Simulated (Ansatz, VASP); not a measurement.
**Mo2Ru3: VASP beside Ansatz**

```xyz
10
Lattice="2.7646 0.0000 0.0000 -1.3823 2.3942 0.0000 0.0000 0.0000 22.0135" Properties=species:S:1:pos:R:3 pbc="T T T"
Mo    0.0000    1.5961   14.2805
Mo    0.0000    1.5961   18.7398
Mo    1.3823    0.7981    3.2737
Mo    1.3823    0.7981    7.7330
Ru    0.0000    1.5961    1.0918
Ru    0.0000    1.5961    5.5034
Ru    0.0000    1.5961    9.9150
Ru    1.3823    0.7981   16.5102
Ru    1.3823    0.7981   20.9217
Ru    1.3823    0.7981   12.0986
```

Alike in both runs: task single point; functional PBE; k mesh 6 × 6 × 1; occupations gaussian, width 0.1 eV; no spin polarisation.

|  | VASP | Ansatz |
| --- | --- | --- |
| version | VASP 6.6.1 | Ansatz 0.2.0 |
| potentials or method | VASP PAW PBE potentials, release 64 (Mo_sv, Ru_pv), cutoff 520 eV | scalar-relativistic, plane waves, PAW |
| valence electrons in the cell | 140 | 152 |

```csv
,VASP,Ansatz,Ansatz less VASP
gap on the k mesh at the Fermi level (eV),none,none,-
pressure (GPa),0.5,0.3,-0.20
"traceless stress, the component that is largest in VASP (GPa)",1.37,1.37,-0.001
rms of the force components (eV/Å),0.111,0.117,+0.0051
```

Atom by atom the forces differ by 0.006 eV/Å (rms over components). A gap of «none» marks a metal or a gap that the smearing closes. With one functional, cell and mesh, what is left measures potentials, basis and numerics. VASP's potentials hold 140 valence electrons a cell and Ansatz's 152, so a difference there can come from the potentials and not from the codes.

The k mesh is coarse, so the values compare programs but aren't converged.
